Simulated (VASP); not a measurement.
# BN in VASP: single point with PBE+D3(BJ)

Aim: the single point of BN with PBE+D3(BJ).

All numbers are computed with VASP 6.6.1; they aren't measurements. Logs are shortened: lines on timing, memory, paths and dates and some standing lists are left out, and cuts for length are marked.

## 1. The cell of the first run

The cell holds a sheet with vacuum, 8 atoms: a = 5.016 Å, b = 2.508 Å, c = 31.395 Å, α = 90.00°, β = 90.00°, γ = 120.00°.

## 2. Single point, PBE+D3(BJ)

INCAR

```
PREC = Accurate
ENCUT = 520
EDIFF = 1E-7
ISMEAR = 0
SIGMA = 0.1
LREAL = False
LASPH = True
NELM = 60
ALGO = Normal
ISIF = 2
LWAVE = False
LCHARG = False
LDIPOL = True
IDIPOL = 3
DIPOL = 0.5 0.5 0.287
GGA = PE
IVDW = 12
NBANDS = 26
```

KPOINTS

```
Automatic mesh
0
Gamma
  6 6 1
```

POSCAR

```
BN
1.0
    5.0155701082      0.0001276761      0.0000000000
   -1.2538363724      2.1716858734      0.0000000000
    0.0000000000      0.0000000000     31.3945434400
B N
4 4
Direct
   -0.0006274849     -0.0000326860      0.2333096205
    0.4993719644     -0.0000328393      0.2333098329
    0.3339609802      0.3333659257      0.3400378422
    0.8339611522      0.3333660540      0.3400387927
    0.3327207918      0.3333154269      0.2332616061
    0.8327211287      0.3333151868      0.2332615419
    0.0006116950      0.0000174911      0.3400865164
    0.5006131057      0.0000187742      0.3400864138
```

Potentials or basis: VASP PAW PBE potentials, release 64 (B, N).

On the command line:

```console
$ cat potpaw_PBE.64/B/POTCAR potpaw_PBE.64/N/POTCAR > POTCAR
$ mpirun -np 1 vasp_std > vasp.out
```

OUTCAR:

```text
PREC = Accurate
   ENCUT = 520
   EDIFF = 1E-7
   ISMEAR = 0
   LREAL = False
   LASPH = True
   NELM = 60
   ISIF = 2
   GGA = PE
   IVDW = 12
 IVDW          = 12

 ion  position               nearest neighbor table
   1  0.999  1.000  0.233-   6 1.45   6 1.45   5 1.45
   2  0.499  1.000  0.233-   5 1.45   5 1.45   6 1.45
   3  0.334  0.333  0.340-   8 1.45   8 1.45   7 1.45
   4  0.834  0.333  0.340-   7 1.45   7 1.45   8 1.45
   5  0.333  0.333  0.233-   2 1.45   2 1.45   1 1.45
   6  0.833  0.333  0.233-   1 1.45   1 1.45   2 1.45
   7  0.001  0.000  0.340-   4 1.45   4 1.45   3 1.45
   8  0.501  0.000  0.340-   3 1.45   3 1.45   4 1.45

  Warning from LATTYP: Monoclinic adjustment (A1->A3, A2->A1, A3->A2)!
  LATTYP: Found a simple orthorhombic cell.
 ALAT       =     2.5076533216
 B/A-ratio  =     1.7321627814
 C/A-ratio  =    12.5194910992

  Lattice vectors:

 A1 = (   1.2538363724,  -2.1716858734,   0.0000000000)
 A2 = (   3.7617337358,   2.1718135495,   0.0000000000)
 A3 = (   0.0000000000,   0.0000000000,  31.3945434400)

Analysis of symmetry for initial positions (statically):
=====================================================================
 Subroutine PRICEL returns following result:

  Warning from LATTYP: Monoclinic adjustment (A1->A3, A2->A1, A3->A2)!
  LATTYP: Found a base centered orthorhombic cell.
 ALAT       =     2.5076533216
 B/A-ratio  =     1.7321608736
 C/A-ratio  =    12.5194910992

  Lattice vectors:

 A1 = (   1.2539459196,   2.1717497114,   0.0000066682)
 A2 = (  -2.5077822920,  -0.0000638380,  -0.0000066682)
 A3 = (   0.0000000000,   0.0000000000,  31.3945434400)

   2 primitive cells build up your supercell.

 Routine SETGRP: Setting up the symmetry group for a
 simple orthorhombic supercell.

 Subroutine GETGRP returns: Found  2 space group operations
 (whereof  1 operations were pure point group operations)
 out of a pool of  8 trial point group operations.

The static configuration has the point symmetry C_1 .
 The point group associated with its full space group is S_2 .

Analysis of symmetry for dynamics (positions and initial velocities):
=====================================================================
 Subroutine PRICEL returns following result:

  Warning from LATTYP: Monoclinic adjustment (A1->A3, A2->A1, A3->A2)!
  LATTYP: Found a base centered orthorhombic cell.
 ALAT       =     2.5076533216
 B/A-ratio  =     1.7321608736
 C/A-ratio  =    12.5194910992

  Lattice vectors:

 A1 = (   1.2539459196,   2.1717497114,   0.0000066682)
 A2 = (  -2.5077822920,  -0.0000638380,  -0.0000066682)
 A3 = (   0.0000000000,   0.0000000000,  31.3945434400)

   2 primitive cells build up your supercell.

 Routine SETGRP: Setting up the symmetry group for a
 simple orthorhombic supercell.

 Subroutine GETGRP returns: Found  2 space group operations
 (whereof  1 operations were pure point group operations)
 out of a pool of  8 trial point group operations.

The dynamic configuration has the point symmetry C_1 .
 The point group associated with its full space group is S_2 .

 Subroutine INISYM returns: Found  2 space group operations
 (whereof  1 operations are pure point group operations),
 and found     2 'primitive' translations

----------------------------------------------------------------------------------------

                                     Primitive cell

  volume of cell :     170.9808

  direct lattice vectors                    reciprocal lattice vectors
     1.253945920  2.171749711  0.000006668    -0.000011722  0.460464985  0.000000000
    -2.507782292 -0.000063838 -0.000006668    -0.398764558  0.230242550  0.000000000
     0.000000000  0.000000000 31.394543440    -0.000000085 -0.000000049  0.031852669

  length of vectors
     2.507763382  2.507782293 31.394543440     0.460464985  0.460461513  0.031852669

  position of ions in fractional coordinates (direct lattice)
     0.999967314  0.001220082  0.233309196
     0.333366054  0.665441913  0.340038438
     0.333315187  0.667871095  0.233261188
     0.000017491  0.998794100  0.340086516

  ion indices of the primitive-cell ions
   primitive index   ion index
                 1           1
                 2           4
                 3           6
                 4           7

----------------------------------------------------------------------------------------

 KPOINTS: Automatic mesh

Automatic generation of k-mesh.
 Grid dimensions read from file:
 generate k-points for:    6    6    1

 Generating k-lattice:

  Cartesian coordinates                     Fractional coordinates (reciprocal lattice)
     0.033229366  0.019185182  0.000000000     0.166666667  0.000000000  0.000000000
    -0.000001954  0.076744164  0.000000000     0.000000000  0.166666667  0.000000000
     0.000000000  0.000000000  0.031852669     0.000000000  0.000000000  1.000000000

  Length of vectors
     0.038370066  0.076744164  0.031852669

  Shift w.r.t. Gamma in fractional coordinates (k-lattice)
     0.000000000  0.000000000  0.000000000

 Subroutine IBZKPT returns following result:
 ===========================================

 Found     20 irreducible k-points:

 Following reciprocal coordinates:
            Coordinates               Weight
  0.000000  0.000000  0.000000      1.000000
  0.166667  0.000000  0.000000      2.000000
  0.333333 -0.000000  0.000000      2.000000
  0.500000 -0.000000  0.000000      1.000000
  0.000000  0.166667  0.000000      2.000000
 -0.333333  0.166667  0.000000      2.000000
[... 12 lines left out ...]
  0.333333  0.500000  0.000000      2.000000
  0.500000  0.500000  0.000000      1.000000
   k-points           NKPTS =     20   k-points in BZ     NKDIM =     20   number of bands    NBANDS=     26
   number of dos      NEDOS =    301   number of ions     NIONS =      8
   total plane-waves  NPLWV = 192000
   dimension x,y,z NGX =    40 NGY =   20 NGZ =  240
   dimension x,y,z NGXF=    80 NGYF=   40 NGZF=  480
   ions per type =               4   4
   NGX,Y,Z   is equivalent  to a cutoff of  13.26, 13.26, 12.71 a.u.
   NGXF,Y,Z  is equivalent  to a cutoff of  26.52, 26.52, 25.42 a.u.
 SYSTEM =  unknown system
   PREC   = accura    normal or accurate (medium, high low for compatibility)
   ISTART =      0    job   : 0-new  1-cont  2-samecut
   ICHARG =      2    charge: 1-file 2-atom 10-const
   ISPIN  =      1    spin polarized calculation?
   LNONCOLLINEAR =      F non collinear calculations
   LSORBIT =      F    spin-orbit coupling
   LASPH  =      T    aspherical Exc in radial PAW
   ENCUT  =  520.0 eV  38.22 Ry    6.18 a.u.   9.33  4.66 58.37*2*pi/ulx,y,z
   NELM   =     60;   NELMIN=  2; NELMDL= -5     # of ELM steps
   EDIFF  = 0.1E-06   stopping-criterion for ELM
   LREAL  =      F    real-space projection
   EDIFFG = 0.1E-05   stopping-criterion for IOM
   NSW    =      0    number of steps for IOM
   IBRION =     -1    ionic relax: 0-MD 1-quasi-New 2-CG
   NFREE  =      0    steps in history (QN), initial steepest desc. (CG)
   ISIF   =      2    stress and relaxation
   ISYM   =      2    0-nonsym 1-usesym 2-fastsym
   POTIM  = 0.5000    time-step for ionic-motion
   TEBEG  =    0.0;   TEEND  =   0.0 temperature during run
   PSTRESS=    0.0 pullay stress
   NELECT =      32.0000    total number of electrons
   NUPDOWN=      -1.0000    fix difference up-down
   EMIN   =  10.00;   EMAX   =-10.00  energy-range for DOS
   EFERMI =   0.00;   METHOD = LEGACY
   ISMEAR =     0;   SIGMA  =   0.10  broadening in eV -4-tet -1-fermi 0-gaus
   EFERMI_NEDOS =   21; number of points for ismear=-14 and -15
   IALGO  =     38    algorithm
   IMIX   =      4    mixing-type and parameters
     AMIX     =   0.40;   BMIX     =  1.00
     AMIX_MAG =   1.60;   BMIX_MAG =  1.00
  volume/ion in A,a.u.               =      42.75       288.46
  Fermi-wavevector in a.u.,A,eV,Ry     =   0.743245  1.404530  7.516044  0.552414
  Thomas-Fermi vector in A             =   1.838315
   LORBIT       =      0    0 simple, 1 ext, 2 COOP (PROOUT), +10 PAW based schemes
   GGA     = PE    functional components
   LHFCALC =     F    Hartree Fock is set to
   AEXX    =    0.0000 exact exchange contribution
   IVDW    =    12    specifies the selected vdW correction
   LEPSILON=     F    determine dielectric tensor
   LRPA    =     F    only Hartree local field effects (RPA)
 non-spin polarized calculation
 Gauss-broadening in eV      SIGMA  =   0.10
  energy-cutoff  :      520.00
  volume of cell :      341.96
 maximum number of plane-waves:      9285
 NGX is ok and might be reduce to    40
   NGX = 19   NGY =  9   NGZ =117

 number of electron      31.9999998 magnetization

 dipolmoment           0.000000      0.000000     -0.000281 electrons x Angstroem

 Free energy of the ion-electron system (eV)
  ---------------------------------------------------
  ext. energy  EPLUGINS =         0.00000000
  ---------------------------------------------------
  free energy    TOTEN  =       -70.36111762 eV

  energy without entropy =      -70.36111762  energy(sigma->0) =      -70.36111762

 E-fermi :  -3.7003     XC(G=0):  -2.4171

 val. band max:       -4.1457994128   @ k =  -0.3333   0.3333   0.0000
 cond. band min:       0.3505076358   @ k =   0.0000   0.5000   0.0000
 fundamental gap:      4.4963070486
 Fermi energy:        -3.7002522492

 k-point     1 :       0.0000    0.0000    0.0000
  band No.  band energies     occupation
      1     -21.8338      2.00000
      2     -21.6964      2.00000
      3     -18.7072      2.00000
      4     -18.6744      2.00000
      5     -13.0080      2.00000
      6     -12.9784      2.00000
[... 18 lines left out ...]
     25       3.0889      0.00000
     26       4.1078      0.00000
[... 528 lines left out ...]
      4     -18.7776      2.00000
      5     -11.7173      2.00000
      6     -11.7172      2.00000
[... 18 lines left out ...]
     25       7.7031      0.00000
     26       7.7032      0.00000

------------------------ aborting loop because EDIFF is reached ----------------------------------------

 vacuum level on the upper side and lower side of the slab       (xc-potential included)        -0.015        -0.010

 Edisp (eV)   -0.84313

 E8    (eV) :    -0.2600

  FORCE on cell =-STRESS in cart. coord.  units (eV):
  Direction    XX          YY          ZZ          XY          YZ          ZX
  --------------------------------------------------------------------------------------
  -------------------------------------------------------------------------------------
  Total       0.07349     0.08101    -0.06461    -0.00254     0.00058    -0.00060
  in kB       0.34430     0.37955    -0.30272    -0.01188     0.00271    -0.00283
  external pressure =        0.14 kB  Pullay stress =        0.00 kB

 VOLUME and BASIS-vectors are now :
 -----------------------------------------------------------------------------
  energy-cutoff  :      520.00
  volume of cell :      341.96
      direct lattice vectors                 reciprocal lattice vectors
     5.015570108  0.000127676  0.000000000     0.199376199  0.115111091  0.000000000
    -1.253836372  2.171685873  0.000000000    -0.000011722  0.460464985  0.000000000
     0.000000000  0.000000000 31.394543440     0.000000000  0.000000000  0.031852669

 POSITION                                       TOTAL-FORCE (eV/Angst)
 -----------------------------------------------------------------------------------
      3.75863      2.17174      7.32465        -0.001194     -0.000674     -0.000331
      1.25084      2.17168      7.32466        -0.001194     -0.000674     -0.000331
      1.25702      0.72401     10.67533         0.001194      0.000674      0.000331
      3.76480      0.72407     10.67536         0.001194      0.000674      0.000331
      1.25086      0.72390      7.32314         0.001297      0.000590     -0.001399
      3.75865      0.72396      7.32314         0.001297      0.000590     -0.001399
      0.00305      0.00004     10.67686        -0.001297     -0.000590      0.001399
      2.51084      0.00010     10.67686        -0.001297     -0.000590      0.001399
 -----------------------------------------------------------------------------------
    total drift:                                0.001090     -0.000530     -0.067748

  FREE ENERGIE OF THE ION-ELECTRON SYSTEM (eV)
  ---------------------------------------------------
  free  energy   TOTEN  =       -71.2042472098 eV

  energy  without entropy=      -71.2042472098  energy(sigma->0) =      -71.20424721

 vacuum level on the upper side and lower side of the slab         1.697         1.702
```

Run time: 12 min. Hardware: 1 thread of Intel Xeon Platinum 8259CL at 2.50GHz (Skylake/Cascade Lake), shared host; peak memory 0.55 GiB.

What came out:

```
Free energy                : -71.2042 eV
Band gap on the k mesh     : 4.50 eV
Dispersion energy per atom : -0.105 eV
```

Levels at points of the mesh, in eV from the valence-band top:
| k point | band 13 | band 14 | band 15 | band 16 | band 17 | band 18 | band 19 | band 20 |
| --- | --- | --- | --- | --- | --- | --- | --- | --- |
| (0.00, 0.00, 0.00) | -1.31 | -1.31 | -1.14 | -0.65 | 4.50 | 4.83 | 5.15 | 5.31 |
| (0.50, 0.00, 0.00) | -2.94 | -2.94 | -2.91 | -2.91 | 6.76 | 6.76 | 7.11 | 7.11 |
| (0.00, 0.50, 0.00) | -1.14 | -1.14 | -0.65 | -0.65 | 4.50 | 4.50 | 5.16 | 5.16 |
| (0.50, 0.50, 0.00) | -1.41 | -1.41 | -0.79 | -0.79 | 5.62 | 5.62 | 5.89 | 5.89 |

Caveat: the k points lie up to 0.48 Å⁻¹ apart.
